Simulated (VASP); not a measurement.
Wanted: the native input for a VASP 6.6.1 run.

```yaml
Task: relaxation of cell and atoms
Functional: PBE
Potentials_or_basis: VASP PAW PBE potentials, release 64 (Al, Ge_d, B, N)
Cutoff: 600 eV
k_mesh: 4 × 4 × 4
Occupations: gaussian, width 0.1 eV
Spin: no spin polarisation
Dipole_correction: no
Further_INCAR_settings: ALGO = Normal; EDIFF = 1e-06; IBRION = 2; EDIFFG = -0.04; NSW = 90; ISIF = 3
```

The structure of Al2Ge3B3N lies in POSCAR:

```
Al2Ge3B3N
1.0
    4.5375021800      0.0000000000      0.0000000000
    0.0000000000      4.5375021800      0.0000000000
    0.0000000000      0.0000000000      5.7322428100
Al Ge B N
2 3 3 1
Direct
    0.0000000000      0.0000000000      0.8185327800
    0.0000000000      0.0000000000      0.1814672200
    0.0000000000      0.5000000000      0.5000000000
    0.5000000000      0.0000000000      0.5000000000
    0.5000000000      0.5000000000      0.0000000000
    0.0000000000      0.5000000000      0.0000000000
    0.5000000000      0.0000000000      0.0000000000
    0.0000000000      0.0000000000      0.5000000000
    0.5000000000      0.5000000000      0.5000000000
```

One way to write it, as run:

INCAR

```
PREC = Accurate ; ENCUT = 600
EDIFF = 1E-6 ; ISMEAR = 0
SIGMA = 0.1 ; LREAL = False
LASPH = True ; NELM = 60
ALGO = Normal ; ISIF = 3
LWAVE = False ; LCHARG = False
GGA = PE ; IBRION = 2
NSW = 90 ; EDIFFG = -0.04
```

KPOINTS

```
regular mesh
0
Gamma
  4 4 4
```

Potentials or basis: VASP PAW PBE potentials, release 64 (Al, Ge_d, B, N).

Run with:

```console
$ cat potpaw_PBE.64/Al/POTCAR potpaw_PBE.64/Ge_d/POTCAR potpaw_PBE.64/B/POTCAR potpaw_PBE.64/N/POTCAR > POTCAR
$ mpirun -np 1 vasp_std > vasp.out
```

It gave:

* Relaxed volume: 13.45 Å³/atom
* Relaxed cell: a = 4.266 Å, b = 4.266 Å, c = 6.649 Å, α = 90.00°, β = 90.00°, γ = 90.00°
* Space group after relaxing (to 0.05 Å): P4/mmm (No. 123)
* Energy gained by relaxing: 215.7 meV/atom
* Ionic steps: 8
* Pressure after relaxing: 0.1 GPa
* Largest force after relaxing: 0.023 eV/Å
* Band gap on the k mesh: zero (band 31 reaches 8.99 eV, above the bottom of band 32 at 5.73 eV)

Wall time 11 min on 1 thread of Oxide Virtual Turin-like Processor (shared host), peak memory 0.26 GiB.
